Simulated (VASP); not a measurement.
LiLa2VO6:

```
Li La V O
1.0
     0.00000    3.86465    3.86465
     3.86465    0.00000    3.86465
     3.86465    3.86465    0.00000
Li La V O
1 2 1 6
Direct
  0.50000 0.50000 0.50000
  0.25000 0.25000 0.25000
  0.75000 0.75000 0.75000
  0.00000 0.00000 0.00000
  0.75690 0.24310 0.24310
  0.24310 0.75690 0.75690
  0.24310 0.75690 0.24310
  0.75690 0.24310 0.75690
  0.24310 0.24310 0.75690
  0.75690 0.75690 0.24310
```

```yaml
Program: VASP 6.6.1
Task: relaxation of cell and atoms
Functional: PBEsol
Potentials_or_basis: VASP PAW PBE potentials, release 64 (Li_sv, La, V_sv, O)
Cutoff: 600 eV
k_mesh: 6 × 6 × 6
Occupations: gaussian, width 0.03 eV
Spin: no spin polarisation
```

At the start: pressure -8.6 GPa; volume 11.54 Å³/atom.

How do energy, volume and symmetry change on relaxing?

Over 7 steps the energy falls by 15.8 meV/atom and the volume is 10.98 Å³/atom (-4.9 %); space group Fm-3m (No. 225, to 0.1 Å) before and after.

The path:
```tsv
step	energy change (eV)	largest force (eV/Å)	pressure (GPa)	volume (Å³)
1	0.0000	0.4948	-8.61	115.44
2	0.1011	1.5084	11.73	105.39
3	-0.1457	0.2865	-0.74	110.88
4	-0.1580	0.0170	-0.14	109.83
5	-0.1580	0.0133	-0.14	109.84
6	-0.1580	0.0143	0.19	109.68
7	-0.1580	0.0025	0.01	109.78
```

Final structure:
```xyz
10
Lattice="0.0000 3.8004 3.8004 3.8004 0.0000 3.8004 3.8004 3.8004 0.0000" Properties=species:S:1:pos:R:3 pbc="T T T"
Li    3.8004    3.8004    3.8004
La    1.9002    1.9002    1.9002
La    5.7006    5.7006    5.7006
V     0.0000    0.0000    0.0000
O     1.8489    3.8004    3.8004
O     5.7519    3.8004    3.8004
O     3.8004    1.8489    3.8004
O     3.8004    5.7519    3.8004
O     3.8004    3.8004    1.8489
O     3.8004    3.8004    5.7519
```

Caveat: the cutoff is under 1.25 times the usual one of these potentials, so pressure, stress and relaxed cells hold a basis-set (Pulay) error; the PAW data sets were made with another functional, which shifts forces and pressure a little.
